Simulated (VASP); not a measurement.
The system is La3O.

```
La O
1.0
     5.94577    0.00000    0.00000
     0.00000    5.94577    0.00000
     0.00000    0.00000    5.94577
La O
6 2
Cartesian
  1.4864 0.0000 2.9729
  4.4593 0.0000 2.9729
  0.0000 2.9729 1.4864
  0.0000 2.9729 4.4593
  2.9729 4.4593 0.0000
  2.9729 1.4864 0.0000
  0.0000 0.0000 0.0000
  2.9729 2.9729 2.9729
```

The cell was built from a structure type or drawn by symmetry, and may not be a known phase.

| Quantity | Value |
| --- | --- |
| Program | VASP 6.6.1 |
| Task | relaxation of cell and atoms |
| Functional | PBE |
| Potentials or basis | VASP PAW PBE potentials, release 64 (La, O) |
| Cutoff | 600 eV |
| k mesh | 6 × 6 × 6 |
| Occupations | gaussian, width 0.1 eV |
| Spin | no spin polarisation |

At the start: pressure 0.9 GPa; volume 26.27 Å³/atom.

Task: Where does the relaxation end?

Result: Over 3 steps the energy falls by 2.2 meV/atom and the volume is 27.04 Å³/atom (+2.9 %); space group Pm-3n (No. 223, to 0.1 Å) before and after.

The path:
| step | energy change (eV) | largest force (eV/Å) | pressure (GPa) | volume (Å³) |
| --- | --- | --- | --- | --- |
| 1 | 0.0000 | 0.0000 | 0.91 | 210.20 |
| 2 | -0.0161 | 0.0000 | 0.23 | 214.76 |
| 3 | -0.0173 | 0.0000 | 0.00 | 216.35 |

Final structure:
```yaml
crystal:
  lattice:
    - [6.00327, 0.00000, 0.00000]
    - [0.00000, 6.00327, 0.00000]
    - [0.00000, 0.00000, 6.00327]
  atoms:
    - { symbol: La, position: [0.25000, 0.00000, 0.50000] }
    - { symbol: La, position: [0.75000, 0.00000, 0.50000] }
    - { symbol: La, position: [0.00000, 0.50000, 0.25000] }
    - { symbol: La, position: [0.00000, 0.50000, 0.75000] }
    - { symbol: La, position: [0.50000, 0.75000, 0.00000] }
    - { symbol: La, position: [0.50000, 0.25000, 0.00000] }
    - { symbol: O, position: [0.00000, 0.00000, 0.00000] }
    - { symbol: O, position: [0.50000, 0.50000, 0.50000] }
```
